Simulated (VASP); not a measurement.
# MnSi3 (P4/mmm) in VASP: a series of runs

MnSi3 is run at these levels: PBE; tasks: single point.

Everything below comes from runs of VASP 6.6.1. Logs are shortened: lines on timing, memory, paths and dates and some standing lists are left out, and cuts for length are marked.

## (1) The cell of the first run

It takes space group P4/mmm (No. 123, tetragonal). The conventional cell has a = 2.742 Å, b = 2.742 Å, c = 7.447 Å, α = 90.00°, β = 90.00°, γ = 90.00°. Mn (site symmetry 4/mmm) has 8 Si at 2.37 Å and 4 Mn at 2.74 Å within 3.1 Å. Within 3.1 Å of Si (site symmetry 4mm) lie 6 Si at 2.37 to 2.74 Å and 4 Mn at 2.37 Å. Within 3.1 Å of Si (site symmetry 4/mmm) lie 6 Si at 2.37 to 2.74 Å.

## (2) Single point, PBE, collinear spin, ferromagnetic start

INCAR

```
ALGO = Normal
EDIFF = 1E-7
ENCUT = 520
GGA = PE
ISIF = 2
ISMEAR = 0
ISPIN = 2
LASPH = True
LCHARG = False
LMAXMIX = 4
LORBIT = 11
LREAL = False
LWAVE = False
MAGMOM = 4 0 0 0
NBANDS = 24
NELM = 150
PREC = Accurate
SIGMA = 0.2
```

KPOINTS

```
k-points
0
Gamma
  7 7 3
```

POSCAR

```
MnSi3
1.0
    2.7419608544      0.0000000000      0.0000000000
    0.0000000000      2.7419608544      0.0000000000
    0.0000000000      0.0000000000      7.4470152116
Mn Si
1 3
Direct
    0.5000000000      0.5000000000      0.5000000000
    0.0000000000      0.0000000000      0.6822879827
    0.0000000000      0.0000000000      0.3177120173
    0.0000000000      0.0000000000      0.0000000000
```

Potentials or basis: VASP PAW PBE potentials, release 64 (Mn_pv, Si).

Launch:

```bash
cat potpaw_PBE.64/Mn_pv/POTCAR potpaw_PBE.64/Si/POTCAR > POTCAR
mpirun -np 1 vasp_std > vasp.out
```

OUTCAR:

```text
EDIFF = 1E-7
   ENCUT = 520
   GGA = PE
   ISIF = 2
   ISMEAR = 0
   ISPIN = 2
   LASPH = True
   LORBIT = 11
   LREAL = False
   NELM = 150
   PREC = Accurate

 ion  position               nearest neighbor table
   1  0.500  0.500  0.500-   2 2.37   3 2.37   2 2.37   3 2.37   2 2.37   3 2.37   2 2.37   3 2.37

   2  0.000  0.000  0.682-   4 2.37   1 2.37   1 2.37   1 2.37   1 2.37   3 2.72
   3  0.000  0.000  0.318-   4 2.37   1 2.37   1 2.37   1 2.37   1 2.37   2 2.72
   4  0.000  0.000  0.000-   2 2.37   3 2.37

  LATTYP: Found a simple tetragonal cell.
 ALAT       =     2.7419608544
 C/A-ratio  =     2.7159451236

  Lattice vectors:

 A1 = (   2.7419608544,   0.0000000000,   0.0000000000)
 A2 = (   0.0000000000,   2.7419608544,   0.0000000000)
 A3 = (   0.0000000000,   0.0000000000,   7.4470152116)

Analysis of symmetry for initial positions (statically):
=====================================================================
 Subroutine PRICEL returns:
 Original cell was already a primitive cell.

 Routine SETGRP: Setting up the symmetry group for a
 simple tetragonal supercell.

 Subroutine GETGRP returns: Found 16 space group operations
 (whereof 16 operations were pure point group operations)
 out of a pool of 16 trial point group operations.

The static configuration has the point symmetry D_4h.

Analysis of symmetry for dynamics (positions and initial velocities):
=====================================================================
 Subroutine PRICEL returns:
 Original cell was already a primitive cell.

 Routine SETGRP: Setting up the symmetry group for a
 simple tetragonal supercell.

 Subroutine GETGRP returns: Found 16 space group operations
 (whereof 16 operations were pure point group operations)
 out of a pool of 16 trial point group operations.

The dynamic configuration has the point symmetry D_4h.

Analysis of structural, dynamic, and magnetic symmetry:
=====================================================================
 Subroutine PRICEL returns:
 Original cell was already a primitive cell.

 Routine SETGRP: Setting up the symmetry group for a
 simple tetragonal supercell.

 Subroutine GETGRP returns: Found 16 space group operations
 (whereof 16 operations were pure point group operations)
 out of a pool of 16 trial point group operations.

The overall configuration has the point symmetry D_4h.

 Subroutine INISYM returns: Found 16 space group operations
 (whereof 16 operations are pure point group operations),
 and found     1 'primitive' translations

----------------------------------------------------------------------------------------

                                     Primitive cell

  volume of cell :      55.9893

  direct lattice vectors                    reciprocal lattice vectors
     2.741960854  0.000000000  0.000000000     0.364702508  0.000000000  0.000000000
     0.000000000  2.741960854  0.000000000     0.000000000  0.364702508  0.000000000
     0.000000000  0.000000000  7.447015212     0.000000000  0.000000000  0.134281987

  length of vectors
     2.741960854  2.741960854  7.447015212     0.364702508  0.364702508  0.134281987

  position of ions in fractional coordinates (direct lattice)
     0.500000000  0.500000000  0.500000000
     0.000000000  0.000000000  0.682287983
     0.000000000  0.000000000  0.317712017
     0.000000000  0.000000000  0.000000000

  ion indices of the primitive-cell ions
   primitive index   ion index
                 1           1
                 2           2
                 3           3
                 4           4

----------------------------------------------------------------------------------------

 KPOINTS: k-points

Automatic generation of k-mesh.
 Grid dimensions read from file:
 generate k-points for:    7    7    3

 Generating k-lattice:

  Cartesian coordinates                     Fractional coordinates (reciprocal lattice)
     0.052100358  0.000000000  0.000000000     0.142857143  0.000000000  0.000000000
     0.000000000  0.052100358  0.000000000     0.000000000  0.142857143  0.000000000
     0.000000000  0.000000000  0.044760662     0.000000000  0.000000000  0.333333333

  Length of vectors
     0.052100358  0.052100358  0.044760662

  Shift w.r.t. Gamma in fractional coordinates (k-lattice)
     0.000000000  0.000000000  0.000000000

 Subroutine IBZKPT returns following result:
 ===========================================

 Found     20 irreducible k-points:

 Following reciprocal coordinates:
            Coordinates               Weight
  0.000000  0.000000  0.000000      1.000000
  0.142857  0.000000  0.000000      4.000000
  0.285714  0.000000  0.000000      4.000000
  0.428571  0.000000  0.000000      4.000000
  0.142857  0.142857  0.000000      4.000000
  0.285714  0.142857  0.000000      8.000000
[... 12 lines left out ...]
  0.428571  0.285714  0.333333     16.000000
  0.428571  0.428571  0.333333      8.000000
   k-points           NKPTS =     20   k-points in BZ     NKDIM =     20   number of bands    NBANDS=     24
   number of dos      NEDOS =    301   number of ions     NIONS =      4
   total plane-waves  NPLWV =  22400
   dimension x,y,z NGX =    20 NGY =   20 NGZ =   56
   dimension x,y,z NGXF=    40 NGYF=   40 NGZF=  112
   ions per type =               1   3
   NGX,Y,Z   is equivalent  to a cutoff of  12.13, 12.13, 12.50 a.u.
   NGXF,Y,Z  is equivalent  to a cutoff of  24.25, 24.25, 25.00 a.u.
 SYSTEM =  unknown system
   PREC   = accura    normal or accurate (medium, high low for compatibility)
   ISTART =      0    job   : 0-new  1-cont  2-samecut
   ICHARG =      2    charge: 1-file 2-atom 10-const
   ISPIN  =      2    spin polarized calculation?
   LNONCOLLINEAR =      F non collinear calculations
   LSORBIT =      F    spin-orbit coupling
   LASPH  =      T    aspherical Exc in radial PAW
   ENCUT  =  520.0 eV  38.22 Ry    6.18 a.u.   5.10  5.10 13.85*2*pi/ulx,y,z
   NELM   =    150;   NELMIN=  2; NELMDL= -5     # of ELM steps
   EDIFF  = 0.1E-06   stopping-criterion for ELM
   LREAL  =      F    real-space projection
   EDIFFG = 0.1E-05   stopping-criterion for IOM
   NSW    =      0    number of steps for IOM
   IBRION =     -1    ionic relax: 0-MD 1-quasi-New 2-CG
   NFREE  =      0    steps in history (QN), initial steepest desc. (CG)
   ISIF   =      2    stress and relaxation
   ISYM   =      2    0-nonsym 1-usesym 2-fastsym
   POTIM  = 0.5000    time-step for ionic-motion
   TEBEG  =    0.0;   TEEND  =   0.0 temperature during run
   PSTRESS=    0.0 pullay stress
   NELECT =      25.0000    total number of electrons
   NUPDOWN=      -1.0000    fix difference up-down
   EMIN   =  10.00;   EMAX   =-10.00  energy-range for DOS
   EFERMI =   0.00;   METHOD = LEGACY
   ISMEAR =     0;   SIGMA  =   0.20  broadening in eV -4-tet -1-fermi 0-gaus
   EFERMI_NEDOS =   21; number of points for ismear=-14 and -15
   IALGO  =     38    algorithm
   IMIX   =      4    mixing-type and parameters
     AMIX     =   0.40;   BMIX     =  1.00
     AMIX_MAG =   1.60;   BMIX_MAG =  1.00
  volume/ion in A,a.u.               =      14.00        94.46
  Fermi-wavevector in a.u.,A,eV,Ry     =   1.251276  2.364570 21.302541  1.565693
  Thomas-Fermi vector in A             =   2.385231
   LORBIT       =     11    0 simple, 1 ext, 2 COOP (PROOUT), +10 PAW based schemes
   GGA     = PE    functional components
   LHFCALC =     F    Hartree Fock is set to
   AEXX    =    0.0000 exact exchange contribution
   IVDW    =     0    specifies the selected vdW correction
   LEPSILON=     F    determine dielectric tensor
   LRPA    =     F    only Hartree local field effects (RPA)
 spin polarized calculation
 Gauss-broadening in eV      SIGMA  =   0.20
  energy-cutoff  :      520.00
  volume of cell :       55.99
 maximum number of plane-waves:      1520
   NGX = 11   NGY = 11   NGZ = 27

 number of electron      25.0000002 magnetization       0.2681784

 Free energy of the ion-electron system (eV)
  ---------------------------------------------------
  ext. energy  EPLUGINS =         0.00000000
  ---------------------------------------------------
  free energy    TOTEN  =       -25.74768198 eV

  energy without entropy =      -25.70286977  energy(sigma->0) =      -25.72527588

 E-fermi :   9.3173     XC(G=0): -11.4132

 val. band max:        9.2999501205   @ k =   0.4286   0.0000   0.0000
 cond. band min:       9.3196584347   @ k =   0.2857   0.2857   0.3333
 fundamental gap:      0.0197083142
 Fermi energy:         9.3172907003

 spin component 1

 k-point     1 :       0.0000    0.0000    0.0000
  band No.  band energies     occupation
      1     -38.3259      1.00000
      2     -38.3258      1.00000
      3     -38.2786      1.00000
      4      -3.7637      1.00000
      5      -1.2362      1.00000
      6      -0.9136      1.00000
[... 16 lines left out ...]
     23      17.8496      0.00000
     24      19.1552      0.00000

 k-point     2 :       0.1429    0.0000    0.0000
  band No.  band energies     occupation
      1     -38.3585      1.00000
      2     -38.3229      1.00000
      3     -38.2748      1.00000
      4      -3.3698      1.00000
      5      -0.9153      1.00000
      6      -0.5273      1.00000
[... 16 lines left out ...]
     23      19.7847      0.00000
     24      20.0556      0.00000

 k-point     3 :       0.2857    0.0000    0.0000
  band No.  band energies     occupation
      1     -38.4313      1.00000
      2     -38.3163      1.00000
      3     -38.2663      1.00000
      4      -2.2301      1.00000
      5      -0.0050      1.00000
      6       0.5864      1.00000
[... 16 lines left out ...]
     23      19.4356      0.00000
     24      21.1946      0.00000
[... 406 lines left out ...]
 k-point    19 :       0.4286    0.2857    0.3333
  band No.  band energies     occupation
      1     -38.4754      1.00000
      2     -38.4121      1.00000
      3     -38.2480      1.00000
      4       0.8015      1.00000
      5       1.6913      1.00000
      6       4.1170      1.00000
[... 16 lines left out ...]
     23      17.6238      0.00000
     24      18.3409      0.00000

 k-point    20 :       0.4286    0.4286    0.3333
  band No.  band energies     occupation
      1     -38.4681      1.00000
      2     -38.4673      1.00000
      3     -38.2417      1.00000
      4       1.6500      1.00000
      5       3.1574      1.00000
      6       4.8995      1.00000
[... 16 lines left out ...]
     23      15.5055      0.00000
     24      16.9485      0.00000
 Fermi energy:         9.3172907003

 spin component 2

 k-point     1 :       0.0000    0.0000    0.0000
  band No.  band energies     occupation
      1     -38.0670      1.00000
      2     -38.0670      1.00000
      3     -37.9784      1.00000
      4      -3.7547      1.00000
      5      -1.2260      1.00000
      6      -0.9097      1.00000
[... 16 lines left out ...]
     23      17.8522      0.00000
     24      19.1638      0.00000

 k-point     2 :       0.1429    0.0000    0.0000
  band No.  band energies     occupation
      1     -38.1001      1.00000
      2     -38.0641      1.00000
      3     -37.9745      1.00000
      4      -3.3611      1.00000
      5      -0.9041      1.00000
      6      -0.5235      1.00000
[... 16 lines left out ...]
     23      19.7919      0.00000
     24      20.0616      0.00000

 k-point     3 :       0.2857    0.0000    0.0000
  band No.  band energies     occupation
      1     -38.1740      1.00000
      2     -38.0573      1.00000
      3     -37.9658      1.00000
      4      -2.2224      1.00000
      5       0.0108      1.00000
      6       0.5898      1.00000
[... 16 lines left out ...]
     23      19.4504      0.00000
     24      21.2026      0.00000
[... 406 lines left out ...]
 k-point    19 :       0.4286    0.2857    0.3333
  band No.  band energies     occupation
      1     -38.2187      1.00000
      2     -38.1544      1.00000
      3     -37.9472      1.00000
      4       0.8131      1.00000
      5       1.7084      1.00000
      6       4.1655      1.00000
[... 16 lines left out ...]
     23      17.6679      0.00000
     24      18.3663      0.00000

 k-point    20 :       0.4286    0.4286    0.3333
  band No.  band energies     occupation
      1     -38.2112      1.00000
      2     -38.2104      1.00000
      3     -37.9408      1.00000
      4       1.6821      1.00000
      5       3.1812      1.00000
      6       4.9740      1.00000
[... 16 lines left out ...]
     23      15.5525      0.00000
     24      16.9939      0.00000

------------------------ aborting loop because EDIFF is reached ----------------------------------------

  FORCE on cell =-STRESS in cart. coord.  units (eV):
  Direction    XX          YY          ZZ          XY          YZ          ZX
  --------------------------------------------------------------------------------------
  -------------------------------------------------------------------------------------
  Total       -0.0029992     -0.0029992      0.0953625      0.0000000     -0.0000000      0.0000000
  in kB       -0.0858251     -0.0858251      2.7288727      0.0000000     -0.0000000      0.0000000
  external PRESSURE =       0.8524075 kB  Pullay stress =       0.0000000 kB

 VOLUME and BASIS-vectors are now :
 -----------------------------------------------------------------------------
  energy-cutoff  :      520.00
  volume of cell :       55.99
      direct lattice vectors                 reciprocal lattice vectors
     2.741960854  0.000000000  0.000000000     0.364702508  0.000000000  0.000000000
     0.000000000  2.741960854  0.000000000     0.000000000  0.364702508  0.000000000
     0.000000000  0.000000000  7.447015212     0.000000000  0.000000000  0.134281987

 POSITION                                       TOTAL-FORCE (eV/Angst)
 -----------------------------------------------------------------------------------
      1.37098      1.37098      3.72351         0.000000      0.000000      0.000000
      0.00000      0.00000      5.08101         0.000000      0.000000      0.048663
      0.00000      0.00000      2.36601        -0.000000     -0.000000     -0.048663
      0.00000      0.00000      0.00000         0.000000      0.000000      0.000000
 -----------------------------------------------------------------------------------
    total drift:                               -0.000000      0.000000      0.000000

  FREE ENERGIE OF THE ION-ELECTRON SYSTEM (eV)
  ---------------------------------------------------
  free  energy   TOTEN  =       -25.7476819844 eV

  energy  without entropy=      -25.7028697658  energy(sigma->0) =      -25.72527588

 total charge

# of ion       s       p       d       tot
------------------------------------------
    1        0.350   6.410   5.474  12.233
    2        0.745   0.877   0.000   1.622
    3        0.745   0.877   0.000   1.622
    4        0.767   0.838   0.000   1.605
--------------------------------------------------
tot          2.607   9.002   5.474  17.083

 magnetization (x)

# of ion       s       p       d       tot
------------------------------------------
    1        0.001   0.004   0.260   0.265
    2       -0.002  -0.004   0.000  -0.005
    3       -0.002  -0.004   0.000  -0.005
    4       -0.001  -0.001   0.000  -0.001
--------------------------------------------------
tot         -0.003  -0.004   0.260   0.253
```

It took 40 s on 1 thread of AMD EPYC 9R45 (Zen 5), shared host; peak memory 0.16 GiB.

What came out:

```
Free energy                                           : -25.7477 eV
Pressure                                              : 0.1 GPa
Largest force                                         : 0.049 eV/Å
Net moment                                            : 0.27 μB per cell
Site moments                                          : Mn +0.27; Si -0.01, -0.00 μB
Valence electrons inside the program's atomic spheres : Mn 12.23; Si 1.62, 1.60
```

Forces in eV/Å, atoms in the order of the input:
```
Mn   0.000  0.000  0.000
Si   0.000  0.000  0.049
Si   0.000  0.000 -0.049
Si   0.000  0.000  0.000
```

Stress tensor (GPa, compression positive):
```
-0.01  0.00  0.00
 0.00 -0.01  0.00
 0.00  0.00  0.27
```

Levels at points of the mesh, in eV from the Fermi level:
Spin up:
```tsv
k point	band 10	band 11	band 12	band 13	band 14	band 15	band 16	band 17
(0.00, 0.00, 0.00)	-0.82	-0.82	0.23	1.03	4.62	4.62	7.06	7.23
```
Spin down:
```tsv
k point	band 9	band 10	band 11	band 12	band 13	band 14	band 15	band 16
(0.00, 0.00, 0.00)	-2.70	-0.53	-0.53	0.49	1.12	4.64	4.64	7.07
```

Caveat: the moment fell far below its start of 4 μB, so a state of higher moment may lie lower in energy.

(Part 1 of 2 ends here.)
